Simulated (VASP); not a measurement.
# CuAu (P4/mmm) in VASP: further runs

Runs on CuAu. Level: r2SCAN. Tasks: single point.

Program: VASP 6.6.1. These are calculated values, not measurements. Logs are shortened: lines on timing, memory, paths and dates and some standing lists are left out, and cuts for length are marked.

### 1 The cell of the first run

The structure is tetragonal, space group P4/mmm (No. 123). Conventional cell: a = 2.753 Å, b = 2.753 Å, c = 3.610 Å, α = 90.00°, β = 90.00°, γ = 90.00°. Within 3.5 Å of Au (site symmetry 4/mmm) lie 8 Cu at 2.65 Å and 4 Au at 2.75 Å. Within 3.5 Å of Cu (site symmetry 4/mmm) lie 8 Au at 2.65 Å and 4 Cu at 2.75 Å.

### 2 Single point, r2SCAN

Input file POSCAR:

```
CuAu
1.0
    2.7533711214      0.0000000000      0.0000000000
    0.0000000000      2.7533711214      0.0000000000
    0.0000000000      0.0000000000      3.6097748106
Au Cu
1 1
Direct
    0.0000000000      0.0000000000      0.0000000000
    0.5000000000      0.5000000000      0.5000000000
```

Input file INCAR.step1:

```
ALGO = Normal
EDIFF = 1E-4
ENCUT = 520
GGA = PE
ISMEAR = -1
LASPH = True
LCHARG = False
LREAL = False
LWAVE = True
NBANDS = 18
NELM = 60
PREC = Accurate
SIGMA = 0.05
```

Input file INCAR.step2:

```
ALGO = Normal
EDIFF = 1E-6
ENCUT = 520
ISIF = 2
ISMEAR = -1
ISTART = 1
LASPH = True
LCHARG = False
LMIXTAU = True
LREAL = False
LWAVE = False
METAGGA = R2SCAN
NBANDS = 18
NELM = 60
PREC = Accurate
SIGMA = 0.05
```

Input file KPOINTS:

```
k-points
0
Gamma
  9 9 7
```

Potentials or basis: VASP PAW PBE potentials, release 64 (Au, Cu).

Launch:

```
$ cat potpaw_PBE.64/Au/POTCAR potpaw_PBE.64/Cu/POTCAR > POTCAR
$ cp INCAR.step1 INCAR
$ mpirun -np 1 vasp_std > vasp.out
$ cp INCAR.step2 INCAR
$ mpirun -np 1 vasp_std > vasp.out
```

OUTCAR:

```text
EDIFF = 1E-6
   ENCUT = 520
   ISIF = 2
   ISMEAR = -1
   ISTART = 1
   LASPH = True
   LREAL = False
   METAGGA = R2SCAN
   NELM = 60
   PREC = Accurate

 ion  position               nearest neighbor table
   1  0.000  0.000  0.000-   2 2.65   2 2.65   2 2.65   2 2.65   2 2.65   2 2.65   2 2.65   2 2.65

   2  0.500  0.500  0.500-   1 2.65   1 2.65   1 2.65   1 2.65   1 2.65   1 2.65   1 2.65   1 2.65

  LATTYP: Found a simple tetragonal cell.
 ALAT       =     2.7533711214
 C/A-ratio  =     1.3110382333

  Lattice vectors:

 A1 = (   2.7533711214,   0.0000000000,   0.0000000000)
 A2 = (   0.0000000000,   2.7533711214,   0.0000000000)
 A3 = (   0.0000000000,   0.0000000000,   3.6097748106)

Analysis of symmetry for initial positions (statically):
=====================================================================
 Subroutine PRICEL returns:
 Original cell was already a primitive cell.

 Routine SETGRP: Setting up the symmetry group for a
 simple tetragonal supercell.

 Subroutine GETGRP returns: Found 16 space group operations
 (whereof 16 operations were pure point group operations)
 out of a pool of 16 trial point group operations.

The static configuration has the point symmetry D_4h.

Analysis of symmetry for dynamics (positions and initial velocities):
=====================================================================
 Subroutine PRICEL returns:
 Original cell was already a primitive cell.

 Routine SETGRP: Setting up the symmetry group for a
 simple tetragonal supercell.

 Subroutine GETGRP returns: Found 16 space group operations
 (whereof 16 operations were pure point group operations)
 out of a pool of 16 trial point group operations.

The dynamic configuration has the point symmetry D_4h.

 Subroutine INISYM returns: Found 16 space group operations
 (whereof 16 operations are pure point group operations),
 and found     1 'primitive' translations

----------------------------------------------------------------------------------------

                                     Primitive cell

  volume of cell :      27.3659

  direct lattice vectors                    reciprocal lattice vectors
     2.753371121  0.000000000  0.000000000     0.363191141  0.000000000  0.000000000
     0.000000000  2.753371121  0.000000000     0.000000000  0.363191141  0.000000000
     0.000000000  0.000000000  3.609774811     0.000000000  0.000000000  0.277025591

  length of vectors
     2.753371121  2.753371121  3.609774811     0.363191141  0.363191141  0.277025591

  position of ions in fractional coordinates (direct lattice)
     0.000000000  0.000000000  0.000000000
     0.500000000  0.500000000  0.500000000

  ion indices of the primitive-cell ions
   primitive index   ion index
                 1           1
                 2           2

----------------------------------------------------------------------------------------

 KPOINTS: k-points

Automatic generation of k-mesh.
 Grid dimensions read from file:
 generate k-points for:    9    9    7

 Generating k-lattice:

  Cartesian coordinates                     Fractional coordinates (reciprocal lattice)
     0.040354571  0.000000000  0.000000000     0.111111111  0.000000000  0.000000000
     0.000000000  0.040354571  0.000000000     0.000000000  0.111111111  0.000000000
     0.000000000  0.000000000  0.039575084     0.000000000  0.000000000  0.142857143

  Length of vectors
     0.040354571  0.040354571  0.039575084

  Shift w.r.t. Gamma in fractional coordinates (k-lattice)
     0.000000000  0.000000000  0.000000000

 Subroutine IBZKPT returns following result:
 ===========================================

 Found     60 irreducible k-points:

 Following reciprocal coordinates:
            Coordinates               Weight
  0.000000  0.000000  0.000000      1.000000
  0.111111  0.000000  0.000000      4.000000
  0.222222  0.000000  0.000000      4.000000
  0.333333  0.000000  0.000000      4.000000
  0.444444  0.000000  0.000000      4.000000
  0.111111  0.111111  0.000000      4.000000
[... 16 lines left out ...]
  0.333333  0.111111  0.142857     16.000000
  0.444444  0.111111  0.142857     16.000000
 [... further k-points ...]
   k-points           NKPTS =     60   k-points in BZ     NKDIM =     60   number of bands    NBANDS=     18
   number of dos      NEDOS =    301   number of ions     NIONS =      2
   total plane-waves  NPLWV =  11200
   dimension x,y,z NGX =    20 NGY =   20 NGZ =   28
   dimension x,y,z NGXF=    40 NGYF=   40 NGZF=   56
   ions per type =               1   1
   NGX,Y,Z   is equivalent  to a cutoff of  12.08, 12.08, 12.90 a.u.
   NGXF,Y,Z  is equivalent  to a cutoff of  24.15, 24.15, 25.79 a.u.
 SYSTEM =  unknown system
   PREC   = accura    normal or accurate (medium, high low for compatibility)
   ISTART =      1    job   : 0-new  1-cont  2-samecut
   ICHARG =      0    charge: 1-file 2-atom 10-const
   ISPIN  =      1    spin polarized calculation?
   LNONCOLLINEAR =      F non collinear calculations
   LSORBIT =      F    spin-orbit coupling
   LASPH  =      T    aspherical Exc in radial PAW
   ENCUT  =  520.0 eV  38.22 Ry    6.18 a.u.   5.12  5.12  6.71*2*pi/ulx,y,z
   NELM   =     60;   NELMIN=  2; NELMDL=  0     # of ELM steps
   EDIFF  = 0.1E-05   stopping-criterion for ELM
   LREAL  =      F    real-space projection
   EDIFFG = 0.1E-04   stopping-criterion for IOM
   NSW    =      0    number of steps for IOM
   IBRION =     -1    ionic relax: 0-MD 1-quasi-New 2-CG
   NFREE  =      0    steps in history (QN), initial steepest desc. (CG)
   ISIF   =      2    stress and relaxation
   ISYM   =      2    0-nonsym 1-usesym 2-fastsym
   POTIM  = 0.5000    time-step for ionic-motion
   TEBEG  =    0.0;   TEEND  =   0.0 temperature during run
   PSTRESS=    0.0 pullay stress
   NELECT =      22.0000    total number of electrons
   NUPDOWN=      -1.0000    fix difference up-down
   EMIN   =  10.00;   EMAX   =-10.00  energy-range for DOS
   EFERMI =   0.00;   METHOD = LEGACY
   ISMEAR =    -1;   SIGMA  =   0.05  broadening in eV -4-tet -1-fermi 0-gaus
   EFERMI_NEDOS =   21; number of points for ismear=-14 and -15
   IALGO  =     38    algorithm
   IMIX   =      4    mixing-type and parameters
     AMIX     =   0.40;   BMIX     =  1.00
     AMIX_MAG =   1.60;   BMIX_MAG =  1.00
  volume/ion in A,a.u.               =      13.68        92.34
  Fermi-wavevector in a.u.,A,eV,Ry     =   1.522226  2.876590 31.527046  2.317173
  Thomas-Fermi vector in A             =   2.630834
   LORBIT       =      0    0 simple, 1 ext, 2 COOP (PROOUT), +10 PAW based schemes
   METAGGA = R2SCAN    functional components
   LHFCALC =     F    Hartree Fock is set to
   AEXX    =    0.0000 exact exchange contribution
   IVDW    =     0    specifies the selected vdW correction
   LEPSILON=     F    determine dielectric tensor
   LRPA    =     F    only Hartree local field effects (RPA)
 non-spin polarized calculation
  energy-cutoff  :      520.00
  volume of cell :       27.37
 maximum number of plane-waves:       753
   NGX = 11   NGY = 11   NGZ = 13

 number of electron      21.9999976 magnetization

 Free energy of the ion-electron system (eV)
  ---------------------------------------------------
  ext. energy  EPLUGINS =         0.00000000
  ---------------------------------------------------
  free energy    TOTEN  =       -61.49687567 eV

  energy without entropy =      -61.49338331  energy(sigma->0) =      -61.49512949

 E-fermi :   9.5124     XC(G=0): -14.0392

 val. band max:        9.4587089194   @ k =   0.1111   0.1111   0.2857
 cond. band min:       9.5326937454   @ k =   0.3333   0.1111   0.4286
 fundamental gap:      0.0739848260
 Fermi energy:         9.5124455323

 k-point     1 :       0.0000    0.0000    0.0000
  band No.  band energies     occupation
      1      -1.1526      2.00000
      2       2.0793      2.00000
      3       2.2758      2.00000
      4       4.9897      2.00000
      5       4.9897      2.00000
      6       6.1853      2.00000
[... 10 lines left out ...]
     17      27.8238      0.00000
     18      27.9354      0.00000

 k-point     2 :       0.1111    0.0000    0.0000
  band No.  band energies     occupation
      1      -0.8393      2.00000
      2       2.2346      2.00000
      3       2.4675      2.00000
      4       4.7887      2.00000
      5       5.0651      2.00000
      6       6.0434      2.00000
[... 10 lines left out ...]
     17      27.9601      0.00000
     18      30.0031      0.00000

 k-point     3 :       0.2222    0.0000    0.0000
  band No.  band energies     occupation
      1       0.0145      2.00000
      2       2.5440      2.00000
      3       3.1214      2.00000
      4       4.2668      2.00000
      5       5.2767      2.00000
      6       5.6702      2.00000
[... 10 lines left out ...]
     17      27.3774      0.00000
     18      29.6974      0.00000

 k-point     4 :       0.3333    0.0000    0.0000
  band No.  band energies     occupation
      1       1.1255      2.00000
      2       2.9583      2.00000
      3       3.6909      2.00000
      4       3.9990      2.00000
      5       5.2418      2.00000
      6       5.5741      2.00000
[... 375 lines left out ...]
      4       4.2138      2.00000
      5       4.9044      2.00000
      6       5.3942      2.00000
[... 10 lines left out ...]
     17      28.4044      0.00000
     18      29.5367      0.00000

 k-point    23 :       0.3333    0.1111    0.1429
  band No.  band energies     occupation
      1       1.5668      2.00000
      2       3.0697      2.00000
      3       3.6312      2.00000
      4       4.0861      2.00000
      5       4.9192      2.00000
      6       5.2050      2.00000
[... 10 lines left out ...]
     17      27.7055      0.00000
     18      28.5016      0.00000

 k-point    24 :       0.4444    0.1111    0.1429
  band No.  band energies     occupation
      1       2.3384      2.00000
      2       2.8816      2.00000
      3       3.6886      2.00000
      4       4.0612      2.00000
      5       4.9898      2.00000
      6       5.6744      2.00000
[... 10 lines left out ...]
     17      25.8564      0.00000
     18      26.4557      0.00000

 [... further k-points ...]
[... 5 lines left out ...]
  --------------------------------------------------------------------------------------
  -------------------------------------------------------------------------------------
  Total        2.0457202      2.0457202      1.7500649      0.0000000      0.0000000      0.0000000
  in kB      119.7697645    119.7697645    102.4601823      0.0000000      0.0000000      0.0000000
  external PRESSURE =     113.9999038 kB  Pullay stress =       0.0000000 kB

 VOLUME and BASIS-vectors are now :
 -----------------------------------------------------------------------------
  energy-cutoff  :      520.00
  volume of cell :       27.37
      direct lattice vectors                 reciprocal lattice vectors
     2.753371121  0.000000000  0.000000000     0.363191141  0.000000000  0.000000000
     0.000000000  2.753371121  0.000000000     0.000000000  0.363191141  0.000000000
     0.000000000  0.000000000  3.609774811     0.000000000  0.000000000  0.277025591

 POSITION                                       TOTAL-FORCE (eV/Angst)
 -----------------------------------------------------------------------------------
      0.00000      0.00000      0.00000         0.000000      0.000000      0.000000
      1.37669      1.37669      1.80489         0.000000      0.000000      0.000000
 -----------------------------------------------------------------------------------
    total drift:                               -0.000000      0.000000      0.000000

  FREE ENERGIE OF THE ION-ELECTRON SYSTEM (eV)
  ---------------------------------------------------
  free  energy   TOTEN  =       -61.4968756674 eV

  energy  without entropy=      -61.4933833137  energy(sigma->0) =      -61.49512949
```

Wall time 52 s (1 thread of Intel Xeon Platinum 8559C (Emerald Rapids), shared host); peak memory 0.16 GiB.

Results:

| Property | Result |
| --- | --- |
| Free energy | -61.4969 eV |
| Pressure | 11.4 GPa |
| Band gap on the k mesh | zero (band 11 reaches 13.33 eV, above the bottom of band 12 at 7.33 eV) |

Caveat: the PAW data sets were made with another functional, which shifts forces and pressure a little; spin-orbit coupling is left out, which moves the levels of the heavy elements.

### 3 Single point, r2SCAN

This run uses another cell than the first one, of 13.97 Å³/atom, 1.021 times its volume.

Input file POSCAR:

```
CuAu
1.0
    2.7727616977      0.0000000000      0.0000000000
    0.0000000000      2.7727616977      0.0000000000
    0.0000000000      0.0000000000      3.6351965976
Au Cu
1 1
Direct
    0.0000000000      0.0000000000      0.0000000000
    0.5000000000      0.5000000000      0.5000000000
```

Input file INCAR.step1:

```
SYSTEM = CuAu
PREC = Accurate
ENCUT = 520
ISMEAR = -1
SIGMA = 0.05
LREAL = .False.
LASPH = .True.
NELM = 80
NBANDS = 18
GGA = PE
ALGO = Normal
EDIFF = 1E-4
LWAVE = .True.
LCHARG = .False.
```

Input file INCAR.step2:

```
SYSTEM = CuAu
PREC = Accurate
ENCUT = 520
EDIFF = 1E-6
ISMEAR = -1
SIGMA = 0.05
LREAL = .False.
LASPH = .True.
NELM = 80
ALGO = Normal
ISIF = 2
LWAVE = .False.
LCHARG = .False.
METAGGA = R2SCAN
LMIXTAU = .True.
NBANDS = 18
ISTART = 1
```

Input file KPOINTS:

```
Automatic mesh
0
Gamma
  9 9 7
  0 0 0
```

Potentials or basis: VASP PAW PBE potentials, release 64 (Au, Cu).

Launch:

```
$ cat potpaw_PBE.64/Au/POTCAR potpaw_PBE.64/Cu/POTCAR > POTCAR
$ cp INCAR.step1 INCAR
$ mpirun -np 1 vasp_std > vasp.out
$ cp INCAR.step2 INCAR
$ mpirun -np 1 vasp_std > vasp.out
```

OUTCAR:

```text
SYSTEM = CuAu
   PREC = Accurate
   ENCUT = 520
   EDIFF = 1E-6
   ISMEAR = -1
   LREAL = .False.
   LASPH = .True.
   NELM = 80
   ISIF = 2
   METAGGA = R2SCAN
   ISTART = 1

 ion  position               nearest neighbor table
   1  0.000  0.000  0.000-   2 2.67   2 2.67   2 2.67   2 2.67   2 2.67   2 2.67   2 2.67   2 2.67

   2  0.500  0.500  0.500-   1 2.67   1 2.67   1 2.67   1 2.67   1 2.67   1 2.67   1 2.67   1 2.67

  LATTYP: Found a simple tetragonal cell.
 ALAT       =     2.7727616977
 C/A-ratio  =     1.3110382333

[... 192 lines left out ...]
      4       4.7522      2.00000
      5       4.7522      2.00000
      6       5.9036      2.00000
[... 481 lines left out ...]
      5       4.7557      2.00000
      6       5.4397      2.00000
[... 10 lines left out ...]
     17      25.3096      0.00000
     18      25.9468      0.00000

 [... further k-points ...]
[... 5 lines left out ...]
  --------------------------------------------------------------------------------------
  -------------------------------------------------------------------------------------
  Total        1.3114333      1.3114333      1.0599985      0.0000000     -0.0000000     -0.0000000
  in kB       75.1802561     75.1802561     60.7663088      0.0000000     -0.0000000     -0.0000000
  external PRESSURE =      70.3756070 kB  Pullay stress =       0.0000000 kB

 VOLUME and BASIS-vectors are now :
 -----------------------------------------------------------------------------
  energy-cutoff  :      520.00
  volume of cell :       27.95
      direct lattice vectors                 reciprocal lattice vectors
     2.772761698  0.000000000  0.000000000     0.360651260  0.000000000  0.000000000
     0.000000000  2.772761698  0.000000000     0.000000000  0.360651260  0.000000000
     0.000000000  0.000000000  3.635196598     0.000000000  0.000000000  0.275088286

 POSITION                                       TOTAL-FORCE (eV/Angst)
 -----------------------------------------------------------------------------------
      0.00000      0.00000      0.00000         0.000000      0.000000      0.000000
      1.38638      1.38638      1.81760         0.000000      0.000000      0.000000
 -----------------------------------------------------------------------------------
    total drift:                                0.000000      0.000000     -0.000000

  FREE ENERGIE OF THE ION-ELECTRON SYSTEM (eV)
  ---------------------------------------------------
  free  energy   TOTEN  =       -61.5323251798 eV

  energy  without entropy=      -61.5287549689  energy(sigma->0) =      -61.53054007
```

OSZICAR.step1:

```text
N       E                     dE             d eps       ncg     rms          rms(c)
DAV:   1     0.126778155576E+03    0.12678E+03   -0.11021E+04  2360   0.175E+03
DAV:   2    -0.262853933077E+01   -0.12941E+03   -0.12142E+03  2206   0.297E+02
DAV:   3    -0.791504843059E+01   -0.52865E+01   -0.51919E+01  2542   0.694E+01
DAV:   4    -0.798989616851E+01   -0.74848E-01   -0.74783E-01  2686   0.693E+00
DAV:   5    -0.799170921861E+01   -0.18131E-02   -0.18130E-02  2708   0.111E+00    0.125E+01
DAV:   6    -0.738615288487E+01    0.60556E+00   -0.62484E+00  2332   0.683E+01    0.558E+00
DAV:   7    -0.709504647968E+01    0.29111E+00   -0.26575E+00  2596   0.731E+01    0.624E+00
DAV:   8    -0.701345181427E+01    0.81595E-01   -0.28296E-01  2796   0.136E+01    0.282E+00
DAV:   9    -0.700670638543E+01    0.67454E-02   -0.14912E-02  3316   0.217E+00    0.138E-01
DAV:  10    -0.700640087770E+01    0.30551E-03   -0.25068E-03  2802   0.111E+00    0.717E-02
DAV:  11    -0.700638173314E+01    0.19145E-04   -0.82074E-05  1340   0.231E-01
   1 F= -.70063817E+01 E0= -.70045402E+01  d E =-.368311E-02
```

Run time: 54 s. Hardware: 1 thread of Intel Xeon Platinum 8559C (Emerald Rapids), shared host; peak memory 0.17 GiB.

Results:

```yaml
Free_energy: -61.5323 eV
Pressure: 7.0 GPa
Band_gap_on_the_k_mesh: zero (band 11 reaches 12.93 eV, above the bottom of band 12 at 7.05 eV)
```

Stress tensor (GPa, compression positive):
```
7.52 0.00 0.00
0.00 7.52 0.00
0.00 0.00 6.08
```

Caveat: the PAW data sets were made with another functional, which shifts forces and pressure a little; spin-orbit coupling is left out, which moves the levels of the heavy elements.
